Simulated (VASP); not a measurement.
Crystal: Li2TaO2.

```
Li Ta O
1.0
     4.21689    0.00000    0.00000
     0.00000    4.21689    0.00000
     0.00000    0.00000    3.33273
Li Ta O
2 1 2
Direct
  0.50000 0.00000 0.00000
  0.00000 0.50000 0.00000
  0.50000 0.50000 0.50000
  0.50000 0.00000 0.50000
  0.00000 0.50000 0.50000
```

* Program: VASP 6.6.1
* Task: relaxation of cell and atoms
* Functional: PBE
* Potentials or basis: VASP PAW PBE potentials, release 64 (Li_sv, Ta_pv, O)
* Cutoff: 600 eV
* k mesh: 4 × 4 × 6
* Occupations: gaussian, width 0.1 eV
* Spin: no spin polarisation

At the start: pressure 6.3 GPa; volume 11.85 Å³/atom.

Question: How do energy, volume and symmetry change on relaxing?

Answer: Over 7 steps the energy falls by 151.2 meV/atom and the volume is 12.62 Å³/atom (+6.5 %); space group P4/mmm (No. 123, to 0.05 Å).

The path:
```
step  energy change (eV)  largest force (eV/Å)  pressure (GPa)  volume (Å³)
   1              0.0000                0.0000            6.28        59.26
   2             -0.7451                0.0000           -0.42        62.94
   3             -0.7544                0.0000           -0.63        63.63
   4             -0.7553                0.0000           -0.61        63.47
   5             -0.7551                0.0000           -0.62        63.40
   6             -0.7554                0.0000            0.55        62.90
   7             -0.7558                0.0000            0.04        63.11
```

Final structure:
```
CELL_PARAMETERS angstrom
4.08992 0.00000 0.00000
0.00000 4.08992 0.00000
0.00000 0.00000 3.77295
ATOMIC_POSITIONS crystal
Li 0.50000 0.00000 0.00000
Li 0.00000 0.50000 0.00000
Ta 0.50000 0.50000 0.50000
O 0.50000 0.00000 0.50000
O 0.00000 0.50000 0.50000
```

Caveat: the k points lie up to 0.38 Å⁻¹ apart in the final cell; the cutoff is under 1.25 times the usual one of these potentials, so pressure, stress and relaxed cells hold a basis-set (Pulay) error; an odd number of electrons without spin polarisation forces a metal; a magnetic or distorted state may lie lower.
